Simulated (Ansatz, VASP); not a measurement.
One calculation of SiO2, two programs

```
CELL_PARAMETERS angstrom
4.95010 0.00000 0.00000
0.00000 4.95010 0.00000
0.00000 0.00000 6.87600
ATOMIC_POSITIONS crystal
Si 0.30759 0.30759 0.00000
Si 0.19241 0.80759 0.25000
Si 0.69241 0.69241 0.50000
Si 0.80759 0.19241 0.75000
O 0.23547 0.12124 0.18768
O 0.37876 0.73547 0.43768
O 0.76453 0.87876 0.68768
O 0.62124 0.26453 0.93768
O 0.73547 0.37876 0.56232
O 0.87876 0.76453 0.31232
O 0.26453 0.62124 0.06232
O 0.12124 0.23547 0.81232
```

Alike in both runs: task electric field gradients; functional r2SCAN; k mesh 5 × 5 × 4; occupations fermi-dirac, width 0.02 eV; no spin polarisation.

|  | VASP | Ansatz |
| --- | --- | --- |
| version | VASP 6.6.1 | Ansatz 0.2.0 |
| potentials or method | VASP PAW PBE potentials, release 64 (Si, O) | plane-wave PAW, scalar-relativistic |
| plane-wave cutoff (eV) | 520 | 500 |
| valence electrons in the cell | 64 | 64 |

VASP gave:

* gap on the k mesh at the Fermi level (eV): 6.29
* pressure (GPa): -3.1
* traceless stress, the component that is largest in VASP (GPa): -0.52
* rms of the force components (eV/Å): 0.147
* size of Vzz on the site where it differs most (V/Å²): 87.6

**Question.** Which values does Ansatz return?

**Answer.** gap on the k mesh at the Fermi level (eV): 6.29; pressure (GPa): -3.5; traceless stress, the component that is largest in VASP (GPa): -0.50; rms of the force components (eV/Å): 0.153; size of Vzz on the site where it differs most (V/Å²): 95.5.

VASP's potentials were made for PBE, not for r2SCAN. Atom by atom the forces differ by 0.013 eV/Å (rms over components).
